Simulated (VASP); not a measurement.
Write the native input for VASP 6.6.1 that does the following.

| Property | Result |
| --- | --- |
| Task | relaxation of cell and atoms |
| Functional | PBEsol |
| Potentials or basis | VASP PAW PBE potentials, release 64 (F, Li_sv) |
| Cutoff | 750 eV |
| k mesh | 11 × 11 × 11 |
| Occupations | fermi-dirac, width 0.05 eV |
| Spin | no spin polarisation |
| Target pressure | 30 GPa |
| Dipole correction | no |
| Further INCAR settings | ALGO = Normal; EDIFF = 1e-07; IBRION = 2; EDIFFG = -0.02; NSW = 80; ISIF = 3 |

The structure of LiF (Griceite) lies in POSCAR:

```
LiF
1.0
    0.0000000000      2.0140000000      2.0140000000
    2.0140000000      0.0000000000      2.0140000000
    2.0140000000      2.0140000000      0.0000000000
F Li
1 1
Direct
    0.5000000000      0.5000000000      0.5000000000
    0.0000000000      0.0000000000      0.0000000000
```

One way to write it, as run:

INCAR

```
SYSTEM = LiF
PREC = Accurate
ENCUT = 750
EDIFF = 1E-7
ISMEAR = -1
SIGMA = 0.05
LREAL = .FALSE.
LASPH = .TRUE.
NELM = 120
ALGO = Normal
ISIF = 3
LWAVE = .FALSE.
LCHARG = .FALSE.
GGA = PS
IBRION = 2
NSW = 80
EDIFFG = -0.02
PSTRESS = 300.0
GGA_COMPAT = .FALSE.
NELMIN = 4
```

KPOINTS

```
regular mesh
0
G
  11 11 11
  0 0 0
```

Potentials or basis: VASP PAW PBE potentials, release 64 (F, Li_sv).

The run is started by

```sh
$ cat potpaw_PBE.64/F/POTCAR potpaw_PBE.64/Li_sv/POTCAR > POTCAR
$ mpirun -np 1 vasp_std > vasp.out
```

Results of the run:

The relaxed volume is 6.32 Å³/atom and the relaxed cell is a = 2.615 Å, b = 2.615 Å, c = 2.615 Å, α = 60.00°, β = 60.00°, γ = 60.00°. The space group after relaxing (to 0.05 Å) is Fm-3m (No. 225), the energy change on relaxing (the enthalpy is what falls) is +127.2 meV/atom and the ionic steps are 3. The pressure after relaxing is 29.8 GPa and the band gap on the k mesh is 11.57 eV, direct.

Caveat: the cell is relaxed towards a set pressure, so the enthalpy falls and the energy may rise; the volume moved by over 15 % at a fixed basis, so the end points are rough; the PAW data sets were made with another functional, which shifts forces and pressure a little.

Run time: 43 s on 1 thread of Intel(R) Xeon(R) Platinum 8488C (Sapphire Rapids), with other jobs on the host, peak memory 0.16 GiB.
